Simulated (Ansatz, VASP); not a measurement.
**One calculation of SnO2, two programs**

Contents of INCAR:

```
PREC = Accurate
ENCUT = 520
EDIFF = 1E-6
ISMEAR = 0
SIGMA = 0.05
LREAL = F
LASPH = T
NELM = 80
ALGO = Normal
ISIF = 2
LWAVE = F
LCHARG = T
GGA = PE
LELF = T
LVHAR = T
NBANDS = 64
```

Contents of KPOINTS:

```
Automatic mesh
0
Gamma
  8 4 4
```

The input POSCAR:

```
SnO2
1.0
    0.0000000000      0.0000000000     -3.2379909406
    4.8277049961      4.8277049961      0.0000000000
    4.8277049961     -4.8277049961      0.0000000000
Sn O
4 8
Direct
    0.0000000000      0.0000000000      0.0000000000
    0.0000000000      0.5000000000      0.5000000000
    0.5000000000      0.5000000000      0.0000000000
    0.5000000000      0.0000000000      0.5000000000
    0.0000000000      0.3066050863      0.0000000000
    0.0000000000      0.8066050863      0.5000000000
    0.5000000000      0.5000000000      0.6933949137
    0.5000000000      0.0000000000      0.1933949137
    0.0000000000      0.6933949137      0.0000000000
    0.0000000000      0.1933949137      0.5000000000
    0.5000000000      0.5000000000      0.3066050863
    0.5000000000      0.0000000000      0.8066050863
```

Input for Ansatz:

```yaml
crystal:
  lattice:
    - [0.0, 0.0, -3.2379909406]
    - [4.8277049961, 4.8277049961, 0.0]
    - [4.8277049961, -4.8277049961, 0.0]
  atoms:
    - { symbol: Sn, position: [0.0, 0.0, 0.0] }
    - { symbol: Sn, position: [0.0, 0.5, 0.5] }
    - { symbol: Sn, position: [0.5, 0.5, 0.0] }
    - { symbol: Sn, position: [0.5, 0.0, 0.5] }
    - { symbol: O, position: [0.0, 0.3066050863, 0.0] }
    - { symbol: O, position: [0.0, 0.8066050863, 0.5] }
    - { symbol: O, position: [0.5, 0.5, 0.6933949137] }
    - { symbol: O, position: [0.5, 0.0, 0.1933949137] }
    - { symbol: O, position: [0.0, 0.6933949137, 0.0] }
    - { symbol: O, position: [0.0, 0.1933949137, 0.5] }
    - { symbol: O, position: [0.5, 0.5, 0.3066050863] }
    - { symbol: O, position: [0.5, 0.0, 0.8066050863] }
basis:
  ecutwfc: 420
kpoints:
  mp_grid: { grid: [8, 4, 4] }
hamiltonian:
  xc: pbe
scf:
  occupations: { method: gaussian, width: 0.05 }
output:
  forces: true
  stress: true
  eigenvalues: true
```

Alike in both runs: task single point; functional PBE; k mesh 8 × 4 × 4; occupations gaussian, width 0.05 eV; no spin polarisation.

|  | VASP | Ansatz |
| --- | --- | --- |
| version | VASP 6.6.1 | Ansatz 0.2.0 |
| potentials or method | VASP PAW PBE potentials, release 64 (Sn_d, O), cutoff 520 eV | scalar-relativistic, plane waves, PAW |
| valence electrons in the cell | 104 | 104 |

VASP gave:

| Property | Result |
| --- | --- |
| gap on the k mesh at the Fermi level (eV) | 0.67 |
| least direct gap on the mesh (eV) | 0.67 |
| pressure (GPa) | 0.6 |
| traceless stress, the component that is largest in VASP (GPa) | 0.21 |
| rms of the force components (eV/Å) | 0.010 |

Question: What did Ansatz give for the same quantities?

Answer: gap on the k mesh at the Fermi level (eV): 0.68; least direct gap on the mesh (eV): 0.68; pressure (GPa): 0.0; traceless stress, the component that is largest in VASP (GPa): 0.01; rms of the force components (eV/Å): 0.002.

Atom by atom the forces differ by 0.008 eV/Å (rms over components).
